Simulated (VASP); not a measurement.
Here is a VASP 6.6.1 calculation.

File POSCAR:

```
PbSe
1.0
    3.8341214214      0.0000000000      0.0000000000
    0.0000000000      3.8341214214      0.0000000000
    0.0000000000      0.0000000000      3.8341214214
Pb Se
1 1
Direct
    0.0000000000      0.0000000000      0.0000000000
    0.5000000000      0.5000000000      0.5000000000
```

File INCAR.step1:

```
SYSTEM = PbSe
PREC = Accurate
ENCUT = 520
ISMEAR = -1
SIGMA = 0.05
LREAL = .FALSE.
LASPH = .TRUE.
NELM = 60
NBANDS = 17
GGA = PE
ALGO = Normal
EDIFF = 1E-4
LWAVE = .TRUE.
LCHARG = .FALSE.
```

Contents of INCAR.step2:

```
SYSTEM = PbSe
PREC = Accurate
ENCUT = 520
EDIFF = 1E-6
ISMEAR = -1
SIGMA = 0.05
LREAL = .FALSE.
LASPH = .TRUE.
NELM = 60
ALGO = Normal
ISIF = 2
LWAVE = .FALSE.
LCHARG = .FALSE.
METAGGA = R2SCAN
LMIXTAU = .TRUE.
NBANDS = 17
ISTART = 1
```

Contents of KPOINTS:

```
Automatic mesh
0
G
  7 7 7
  0 0 0
```

Potentials or basis: VASP PAW PBE potentials, release 64 (Pb_d, Se).

Run with:

```console
$ cat potpaw_PBE.64/Pb_d/POTCAR potpaw_PBE.64/Se/POTCAR > POTCAR
$ cp INCAR.step1 INCAR
$ mpirun -np 1 vasp_std > vasp.out
$ cp INCAR.step2 INCAR
$ mpirun -np 1 vasp_std > vasp.out
```

(1) What does it give for the pressure?

(2) Estimate the band gap on the k mesh.

Results:

(1) -2.5 GPa.

(2) 0.16 eV, indirect (least direct gap 1.21 eV).

Caveat: the PAW data sets were made with another functional, which shifts forces and pressure a little; spin-orbit coupling is left out, which moves the levels of the heavy elements.
